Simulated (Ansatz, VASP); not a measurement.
# Ni: VASP beside Ansatz

The input INCAR:

```
ALGO     = Normal         # electronic algorithm
EDIFF    = 1E-6           # SCF threshold, eV
ENCUT    = 520            # plane-wave cutoff, eV
GGA      = RE             # functional
ISIF     = 2              # what is computed and relaxed
ISMEAR   = -1             # smearing method
ISPIN    = 2              # spin polarisation
LASPH    = T              # aspherical terms in the spheres
LCHARG   = T              # write CHGCAR
LELF     = T              # ELF
LMAXMIX  = 4              # l up to which the mixer works
LORBIT   = 11             # projections on sites
LREAL    = F              # projectors in reciprocal space
LVHAR    = T            
LWAVE    = F              # write WAVECAR
MAGMOM   = 0.685          # initial moments
NBANDS   = 15             # bands
NELM     = 150            # most SCF steps
PREC     = Accurate       # precision mode
SIGMA    = 0.05           # smearing width, eV
```

Contents of KPOINTS:

```
k-points
0
Gamma
  25 25 25
```

The input POSCAR:

```
Ni
1.0
    0.0000000000      1.7718334194      1.7718334194
    1.7718334194      0.0000000000      1.7718334194
    1.7718334194      1.7718334194      0.0000000000
Ni
1
Direct
    0.0000000000      0.0000000000      0.0000000000
```

Input for Ansatz:

```yaml
crystal:
  lattice:
    - [0.0, 1.7718334194, 1.7718334194]
    - [1.7718334194, 0.0, 1.7718334194]
    - [1.7718334194, 1.7718334194, 0.0]
  atoms:
    - { symbol: Ni, position: [0.0, 0.0, 0.0], spin: 0.685 }
hamiltonian:
  xc: revpbe
  pseudopotentials:
    kind: paw
    azcp:
      Ni: "pseudopotentials/Ni.paw.azcp"
basis:
  ecutwfc: 420
  fft_grid_basis: typed
kpoints:
  mp_grid: { grid: [25, 25, 25], shift: [0, 0, 0] }
magnetization:
  spin_polarized: true
scf:
  occupations: { method: fermi_dirac, width: 0.05 }
output:
  stress: true
```

Alike in both runs: task single point; functional revPBE; k mesh 25 × 25 × 25; occupations fermi-dirac, width 0.05 eV; collinear spin.

```csv
,VASP,Ansatz
version,VASP 6.6.1,Ansatz 0.2.0
potentials or method,"VASP PAW PBE potentials, release 64 (Ni), cutoff 520 eV","plane waves (420 eV) with PAW, scalar-relativistic"
valence electrons in the cell,10,18
```

Ansatz gave:

- pressure (GPa): -0.1
- net moment per atom (μB): 0.64
- size of the moment on the site where the two differ most (μB): 0.69

Q: Estimate VASP's values.

A: Pressure (GPa): 0.1; net moment per atom (μB): 0.63; size of the moment on the site where the two differ most (μB): 0.64.

VASP's potentials were made for PBE, not for revPBE. Site moments also hang on the region over which each program counts them. VASP's potentials hold 10 valence electrons a cell and Ansatz's 18, so a difference there can come from the potentials and not from the codes.
